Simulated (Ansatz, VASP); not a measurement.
AlN in VASP and in Ansatz

Contents of INCAR:

```
ALGO = Normal
EDIFF = 1E-6
ENCUT = 520
GGA = PE
ISIF = 2
ISMEAR = 0
LASPH = T
LCHARG = F
LREAL = F
LWAVE = F
NBANDS = 26
NELM = 100
PREC = Accurate
SIGMA = 0.05
```

KPOINTS

```
k-points
0
Gamma
  8 8 3
```

Contents of POSCAR:

```
AlN
1.0
   -3.1302395629      0.0000000000      0.0000000000
   -1.5651197814     -2.7108669814      0.0000000000
   -3.5215195082     -2.0331502361     10.0359593112
Al N
4 4
Direct
   -0.3451274357     -0.3451274357      0.9046143587
    0.0298725643      0.0298725643      0.4046143587
    0.5507058976      0.5507058976      0.1546143587
    0.1757058976      0.1757058976      0.6546143587
    0.2617941024      0.2617941024      0.0953856413
   -0.1132058976     -0.1132058976      0.5953856413
    0.4076274357      0.4076274357      0.3453856413
    0.0326274357      0.0326274357      0.8453856413
```

Input for Ansatz:

```yaml
crystal:
  lattice:
    - [-3.1302395629, 0.0, 0.0]
    - [-1.5651197814, -2.7108669814, 0.0]
    - [-3.5215195082, -2.0331502361, 10.0359593112]
  atoms:
    - { symbol: Al, position: [-0.3451274357, -0.3451274357, 0.9046143587] }
    - { symbol: Al, position: [0.0298725643, 0.0298725643, 0.4046143587] }
    - { symbol: Al, position: [0.5507058976, 0.5507058976, 0.1546143587] }
    - { symbol: Al, position: [0.1757058976, 0.1757058976, 0.6546143587] }
    - { symbol: "N", position: [0.2617941024, 0.2617941024, 0.0953856413] }
    - { symbol: "N", position: [-0.1132058976, -0.1132058976, 0.5953856413] }
    - { symbol: "N", position: [0.4076274357, 0.4076274357, 0.3453856413] }
    - { symbol: "N", position: [0.0326274357, 0.0326274357, 0.8453856413] }
basis:
  ecutwfc: 420
kpoints:
  mp_grid: { grid: [8, 8, 3] }
hamiltonian:
  xc: pbe
scf:
  occupations: { method: gaussian, width: 0.05 }
output:
  forces: true
  stress: true
  eigenvalues: true
```

Alike in both runs: task single point; functional PBE; k mesh 8 × 8 × 3; occupations gaussian, width 0.05 eV; no spin polarisation.

|  | VASP | Ansatz |
| --- | --- | --- |
| version | VASP 6.6.1 | Ansatz 0.2.0 |
| potentials or method | VASP PAW PBE potentials, release 64 (Al, N), cutoff 520 eV | scalar-relativistic, plane waves, PAW |
| valence electrons in the cell | 32 | 32 |

|  | VASP | Ansatz | Ansatz less VASP |
| --- | --- | --- | --- |
| gap on the k mesh at the Fermi level (eV) | 3.02 | 3.04 | +0.013 |
| least direct gap on the mesh (eV) | 3.25 | 3.25 | -0.005 |
| pressure (GPa) | -1.6 | -1.3 | +0.25 |
| traceless stress, the component that is largest in VASP (GPa) | 6.88 | 6.85 | -0.026 |
| rms of the force components (eV/Å) | 0.477 | 0.478 | +0.0009 |

Atom by atom the forces differ by 0.004 eV/Å (rms over components).
